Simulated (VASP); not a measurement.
# PrHRh3 in VASP: a series of runs

The runs below take PrHRh3 through single point, with PBE.

Everything below comes from runs of VASP 6.6.1. Logs are shortened: lines on timing, memory, paths and dates and some standing lists are left out, and cuts for length are marked.

## 1. The cell of the first run

Symmetry: P4/mmm, No. 123, tetragonal system. The conventional cell has a = 3.524 Å, b = 3.524 Å, c = 6.139 Å, α = 90.00°, β = 90.00°, γ = 90.00°. Pr (site symmetry 4/mmm) has 4 H at 2.49 Å and 10 Rh at 3.07 to 3.09 Å within 3.3 Å. H (site symmetry 4/mmm) has 2 Rh at 1.83 Å and 4 Pr at 2.49 Å within 2.5 Å. Rh (site symmetry 4/mmm) has 12 Rh at 2.78 to 3.52 Å and 2 Pr at 3.07 Å within 3.7 Å. Rh (site symmetry 4mm) has 1 H at 1.83 Å and 1 Rh at 2.48 Å within 2.5 Å.

The cell was built from a structure type or drawn by symmetry, and may not be a known phase.

## 2. Single point, PBE, collinear spin, ferromagnetic start

The input, INCAR:

```
ALGO = Normal
EDIFF = 1E-6
ENCUT = 500
GGA = PE
GGA_COMPAT = F
ISIF = 2
ISMEAR = 0
ISPIN = 2
LASPH = T
LCHARG = T
LELF = T
LMAXMIX = 6
LORBIT = 11
LREAL = F
LVHAR = T
LWAVE = F
MAGMOM = 0 0 1 1 1
NBANDS = 40
NELM = 200
PREC = Accurate
SIGMA = 0.1
```

The input, KPOINTS:

```
k-points
0
Gamma
  6 6 4
```

The input, POSCAR:

```
PrHRh3
1.0
    3.5242147169      0.0000000000      0.0000000000
    0.0000000000      3.5242147169      0.0000000000
    0.0000000000      0.0000000000      6.1387526395
Pr H Rh
1 1 3
Direct
    0.5000000000      0.5000000000      0.5000000000
    0.0000000000      0.0000000000      0.5000000000
    0.5000000000      0.5000000000      0.0000000000
    0.0000000000      0.0000000000      0.7979224083
    0.0000000000      0.0000000000      0.2020775917
```

Potentials or basis: VASP PAW PBE potentials, release 64 (Pr_3, H, Rh_pv), 4f in core.

Launch:

```
> cat potpaw_PBE.64/Pr_3/POTCAR potpaw_PBE.64/H/POTCAR potpaw_PBE.64/Rh_pv/POTCAR > POTCAR
> mpirun -np 1 vasp_std > vasp.out
```

OUTCAR:

```text
EDIFF = 1E-6
   ENCUT = 500
   GGA = PE
   ISIF = 2
   ISMEAR = 0
   ISPIN = 2
   LASPH = T
   LORBIT = 11
   LREAL = F
   NELM = 200
   PREC = Accurate

 ion  position               nearest neighbor table
   1  0.500  0.500  0.500-   3 3.07   3 3.07   5 3.09   4 3.09   4 3.09   5 3.09   4 3.09   5 3.09
                             4 3.09   5 3.09
   2  0.000  0.000  0.500-   4 1.83   5 1.83
   3  0.500  0.500  0.000-   4 2.78   5 2.78   4 2.78   5 2.78   4 2.78   5 2.78   4 2.78   5 2.78
                             1 3.07   1 3.07
   4  0.000  0.000  0.798-   2 1.83   5 2.48   3 2.78   3 2.78   3 2.78   3 2.78   1 3.09   1 3.09
                             1 3.09   1 3.09
   5  0.000  0.000  0.202-   2 1.83   4 2.48   3 2.78   3 2.78   3 2.78   3 2.78   1 3.09   1 3.09
                             1 3.09   1 3.09

  LATTYP: Found a simple tetragonal cell.
 ALAT       =     3.5242147169
 C/A-ratio  =     1.7418781580

  Lattice vectors:

 A1 = (   3.5242147169,   0.0000000000,   0.0000000000)
 A2 = (   0.0000000000,   3.5242147169,   0.0000000000)
 A3 = (   0.0000000000,   0.0000000000,   6.1387526395)

Analysis of symmetry for initial positions (statically):
=====================================================================
 Subroutine PRICEL returns:
 Original cell was already a primitive cell.

 Routine SETGRP: Setting up the symmetry group for a
 simple tetragonal supercell.

 Subroutine GETGRP returns: Found 16 space group operations
 (whereof 16 operations were pure point group operations)
 out of a pool of 16 trial point group operations.

The static configuration has the point symmetry D_4h.

Analysis of symmetry for dynamics (positions and initial velocities):
=====================================================================
 Subroutine PRICEL returns:
 Original cell was already a primitive cell.

 Routine SETGRP: Setting up the symmetry group for a
 simple tetragonal supercell.

 Subroutine GETGRP returns: Found 16 space group operations
 (whereof 16 operations were pure point group operations)
 out of a pool of 16 trial point group operations.

The dynamic configuration has the point symmetry D_4h.

Analysis of structural, dynamic, and magnetic symmetry:
=====================================================================
 Subroutine PRICEL returns:
 Original cell was already a primitive cell.

 Routine SETGRP: Setting up the symmetry group for a
 simple tetragonal supercell.

 Subroutine GETGRP returns: Found 16 space group operations
 (whereof 16 operations were pure point group operations)
 out of a pool of 16 trial point group operations.

The overall configuration has the point symmetry D_4h.

 Subroutine INISYM returns: Found 16 space group operations
 (whereof 16 operations are pure point group operations),
 and found     1 'primitive' translations

----------------------------------------------------------------------------------------

                                     Primitive cell

  volume of cell :      76.2439

  direct lattice vectors                    reciprocal lattice vectors
     3.524214717  0.000000000  0.000000000     0.283751156  0.000000000  0.000000000
     0.000000000  3.524214717  0.000000000     0.000000000  0.283751156  0.000000000
     0.000000000  0.000000000  6.138752639     0.000000000  0.000000000  0.162899543

  length of vectors
     3.524214717  3.524214717  6.138752639     0.283751156  0.283751156  0.162899543

  position of ions in fractional coordinates (direct lattice)
     0.500000000  0.500000000  0.500000000
     0.000000000  0.000000000  0.500000000
     0.500000000  0.500000000  0.000000000
     0.000000000  0.000000000  0.797922408
     0.000000000  0.000000000  0.202077592

  ion indices of the primitive-cell ions
   primitive index   ion index
                 1           1
                 2           2
                 3           3
                 4           4
                 5           5

----------------------------------------------------------------------------------------

 KPOINTS: k-points

Automatic generation of k-mesh.
 Grid dimensions read from file:
 generate k-points for:    6    6    4

 Generating k-lattice:

  Cartesian coordinates                     Fractional coordinates (reciprocal lattice)
     0.047291859  0.000000000  0.000000000     0.166666667  0.000000000  0.000000000
     0.000000000  0.047291859  0.000000000     0.000000000  0.166666667  0.000000000
     0.000000000  0.000000000  0.040724886     0.000000000  0.000000000  0.250000000

  Length of vectors
     0.047291859  0.047291859  0.040724886

  Shift w.r.t. Gamma in fractional coordinates (k-lattice)
     0.000000000  0.000000000  0.000000000

 Subroutine IBZKPT returns following result:
 ===========================================

 Found     30 irreducible k-points:

 Following reciprocal coordinates:
            Coordinates               Weight
  0.000000  0.000000  0.000000      1.000000
  0.166667  0.000000  0.000000      4.000000
  0.333333  0.000000  0.000000      4.000000
  0.500000  0.000000  0.000000      2.000000
  0.166667  0.166667  0.000000      4.000000
  0.333333  0.166667  0.000000      8.000000
[... 16 lines left out ...]
  0.333333  0.000000  0.500000      4.000000
  0.500000  0.000000  0.500000      2.000000
 [... further k-points ...]
   k-points           NKPTS =     30   k-points in BZ     NKDIM =     30   number of bands    NBANDS=     40
   number of dos      NEDOS =    301   number of ions     NIONS =      5
   total plane-waves  NPLWV =  37632
   dimension x,y,z NGX =    28 NGY =   28 NGZ =   48
   dimension x,y,z NGXF=    56 NGYF=   56 NGZF=   96
   ions per type =               1   1   3
   NGX,Y,Z   is equivalent  to a cutoff of  13.21, 13.21, 13.00 a.u.
   NGXF,Y,Z  is equivalent  to a cutoff of  26.42, 26.42, 26.00 a.u.
 SYSTEM =  unknown system
   PREC   = accura    normal or accurate (medium, high low for compatibility)
   ISTART =      0    job   : 0-new  1-cont  2-samecut
   ICHARG =      2    charge: 1-file 2-atom 10-const
   ISPIN  =      2    spin polarized calculation?
   LNONCOLLINEAR =      F non collinear calculations
   LSORBIT =      F    spin-orbit coupling
   LASPH  =      T    aspherical Exc in radial PAW
   ENCUT  =  500.0 eV  36.75 Ry    6.06 a.u.   6.43  6.43 11.19*2*pi/ulx,y,z
   NELM   =    200;   NELMIN=  2; NELMDL= -5     # of ELM steps
   EDIFF  = 0.1E-05   stopping-criterion for ELM
   LREAL  =      F    real-space projection
   EDIFFG = 0.1E-04   stopping-criterion for IOM
   NSW    =      0    number of steps for IOM
   IBRION =     -1    ionic relax: 0-MD 1-quasi-New 2-CG
   NFREE  =      0    steps in history (QN), initial steepest desc. (CG)
   ISIF   =      2    stress and relaxation
   ISYM   =      2    0-nonsym 1-usesym 2-fastsym
   POTIM  = 0.5000    time-step for ionic-motion
   TEBEG  =    0.0;   TEEND  =   0.0 temperature during run
   PSTRESS=    0.0 pullay stress
   NELECT =      57.0000    total number of electrons
   NUPDOWN=      -1.0000    fix difference up-down
   EMIN   =  10.00;   EMAX   =-10.00  energy-range for DOS
   EFERMI =   0.00;   METHOD = LEGACY
   ISMEAR =     0;   SIGMA  =   0.10  broadening in eV -4-tet -1-fermi 0-gaus
   EFERMI_NEDOS =   21; number of points for ismear=-14 and -15
   IALGO  =     38    algorithm
   IMIX   =      4    mixing-type and parameters
     AMIX     =   0.40;   BMIX     =  1.00
     AMIX_MAG =   1.60;   BMIX_MAG =  1.00
  volume/ion in A,a.u.               =      15.25       102.90
  Fermi-wavevector in a.u.,A,eV,Ry     =   1.485815  2.807784 30.036863  2.207647
  Thomas-Fermi vector in A             =   2.599180
   LORBIT       =     11    0 simple, 1 ext, 2 COOP (PROOUT), +10 PAW based schemes
   GGA     = PE    functional components
   LHFCALC =     F    Hartree Fock is set to
   AEXX    =    0.0000 exact exchange contribution
   IVDW    =     0    specifies the selected vdW correction
   LEPSILON=     F    determine dielectric tensor
   LRPA    =     F    only Hartree local field effects (RPA)
 spin polarized calculation
 Gauss-broadening in eV      SIGMA  =   0.10
  energy-cutoff  :      500.00
  volume of cell :       76.24
 maximum number of plane-waves:      1958
 NGX is ok and might be reduce to    28
   NGX = 13   NGY = 13   NGZ = 23

 number of electron      56.9999990 magnetization       0.0016504

 number of electron      56.9999990 magnetization      -0.0001943

 Free energy of the ion-electron system (eV)
  ---------------------------------------------------
  ext. energy  EPLUGINS =         0.00000000
  ---------------------------------------------------
  free energy    TOTEN  =       -30.84867575 eV

  energy without entropy =      -30.82730193  energy(sigma->0) =      -30.83798884

 E-fermi :   7.7536     XC(G=0): -12.2815

 val. band max:        7.7434426317   @ k =   0.5000   0.1667   0.0000
 cond. band min:       7.7618839105   @ k =   0.5000   0.0000   0.5000
 fundamental gap:      0.0184412788
 Fermi energy:         7.7535594101

 spin component 1

 k-point     1 :       0.0000    0.0000    0.0000
  band No.  band energies     occupation
      1     -38.5315      1.00000
      2     -38.1732      1.00000
      3     -38.1732      1.00000
      4     -38.1606      1.00000
      5     -38.0675      1.00000
      6     -37.9952      1.00000
[... 1021 lines left out ...]
     39      18.5585      0.00000
     40      19.4605      0.00000

 [... further k-points ...]

 spin component 2

 k-point     1 :       0.0000    0.0000    0.0000
  band No.  band energies     occupation
      1     -38.5316      1.00000
      2     -38.1734      1.00000
      3     -38.1734      1.00000
      4     -38.1607      1.00000
      5     -38.0675      1.00000
      6     -37.9952      1.00000
[... 1021 lines left out ...]
     39      18.5586      0.00000
     40      19.4607      0.00000

 [... further k-points ...]
[... 5 lines left out ...]
  --------------------------------------------------------------------------------------
  -------------------------------------------------------------------------------------
  Total       -0.1127402     -0.1127402      0.0141306      0.0000000     -0.0000000      0.0000000
  in kB       -2.3691056     -2.3691056      0.2969377      0.0000000     -0.0000000      0.0000000
  external PRESSURE =      -1.4804245 kB  Pullay stress =       0.0000000 kB

 VOLUME and BASIS-vectors are now :
 -----------------------------------------------------------------------------
  energy-cutoff  :      500.00
  volume of cell :       76.24
      direct lattice vectors                 reciprocal lattice vectors
     3.524214717  0.000000000  0.000000000     0.283751156  0.000000000  0.000000000
     0.000000000  3.524214717  0.000000000     0.000000000  0.283751156  0.000000000
     0.000000000  0.000000000  6.138752639     0.000000000  0.000000000  0.162899543

 POSITION                                       TOTAL-FORCE (eV/Angst)
 -----------------------------------------------------------------------------------
      1.76211      1.76211      3.06938         0.000000      0.000000      0.000000
      0.00000      0.00000      3.06938         0.000000      0.000000      0.000000
      1.76211      1.76211      0.00000         0.000000      0.000000      0.000000
      0.00000      0.00000      4.89825        -0.000000      0.000000     -0.102035
      0.00000      0.00000      1.24050         0.000000      0.000000      0.102035
 -----------------------------------------------------------------------------------
    total drift:                               -0.000000      0.000000     -0.000000

  FREE ENERGIE OF THE ION-ELECTRON SYSTEM (eV)
  ---------------------------------------------------
  free  energy   TOTEN  =       -30.8486757502 eV

  energy  without entropy=      -30.8273019268  energy(sigma->0) =      -30.83798884

 total charge

# of ion       s       p       d       tot
------------------------------------------
    1        2.109   5.790   0.953   8.852
    2        0.544   0.025   0.000   0.569
    3        0.350   6.181   7.119  13.650
    4        0.378   6.200   7.228  13.806
    5        0.378   6.200   7.228  13.806
--------------------------------------------------
tot          3.759  24.396  22.528  50.682

 magnetization (x)

# of ion       s       p       d       tot
------------------------------------------
    1       -0.000  -0.000   0.000   0.000
    2       -0.000   0.000   0.000  -0.000
    3       -0.000  -0.000  -0.000  -0.000
    4        0.000   0.000  -0.000  -0.000
    5        0.000   0.000  -0.000  -0.000
--------------------------------------------------
tot         -0.000   0.000  -0.000  -0.000
```

It took 99 s on 1 thread of Intel Xeon 6975P-C (Granite Rapids), shared host; peak memory 0.3 GiB.

Results:

| Property | Result |
| --- | --- |
| Free energy | -30.8487 eV |
| Pressure | -0.1 GPa |
| Largest force | 0.102 eV/Å |
| Net moment | 0.00 μB per cell |
| Valence electrons inside the program's atomic spheres | Pr 8.85; H 0.57; Rh 13.65, 13.81 (each value once) |

Forces in eV/Å, atoms in the order of the input:
```
Pr   0.000  0.000  0.000
H    0.000  0.000  0.000
Rh   0.000  0.000  0.000
Rh   0.000  0.000 -0.102
Rh   0.000  0.000  0.102
```

Stress tensor (GPa, compression positive):
```
-0.24  0.00  0.00
 0.00 -0.24  0.00
 0.00  0.00  0.03
```

Levels at points of the mesh, in eV from the Fermi level:
Spin up:
```tsv
k point	band 26	band 27	band 28	band 29	band 30	band 31	band 32	band 33
(0.00, 0.00, 0.00)	-0.94	-0.94	-0.94	-0.88	0.65	1.28	1.45	4.86
(0.50, 0.00, 0.00)	-0.68	-0.61	-0.15	0.22	0.38	0.66	0.98	2.14
(0.50, 0.50, 0.00)	-0.65	-0.48	-0.40	-0.20	1.60	1.60	3.41	3.41
(0.00, 0.00, 0.50)	-1.11	-0.65	-0.65	-0.13	0.78	1.02	2.80	3.26
(0.50, 0.00, 0.50)	-0.62	-0.18	0.01	0.71	0.77	0.99	1.53	1.59
(0.50, 0.50, 0.50)	-0.64	-0.61	-0.61	-0.48	-0.41	0.33	4.02	4.97
```
Spin down:
| k point | band 27 | band 28 | band 29 | band 30 | band 31 | band 32 |
| --- | --- | --- | --- | --- | --- | --- |
| (0.00, 0.00, 0.00) | -0.94 | -0.94 | -0.88 | 0.65 | 1.28 | 1.45 |
| (0.50, 0.00, 0.00) | -0.61 | -0.15 | 0.22 | 0.38 | 0.66 | 0.98 |
| (0.50, 0.50, 0.00) | -0.48 | -0.40 | -0.20 | 1.60 | 1.60 | 3.41 |
| (0.00, 0.00, 0.50) | -0.65 | -0.65 | -0.13 | 0.78 | 1.02 | 2.80 |
| (0.50, 0.00, 0.50) | -0.18 | 0.01 | 0.71 | 0.77 | 0.99 | 1.53 |
| (0.50, 0.50, 0.50) | -0.61 | -0.61 | -0.48 | -0.41 | 0.33 | 4.02 |

Caveat: the magnetic or orbital state may not be the lowest; spin-orbit coupling is left out, which moves the levels of the heavy elements; the 4f electrons are frozen in the core, so they carry no moment and show no levels. The state reached can hang on the start; a lower one may exist.

[end of part 1 of 2]
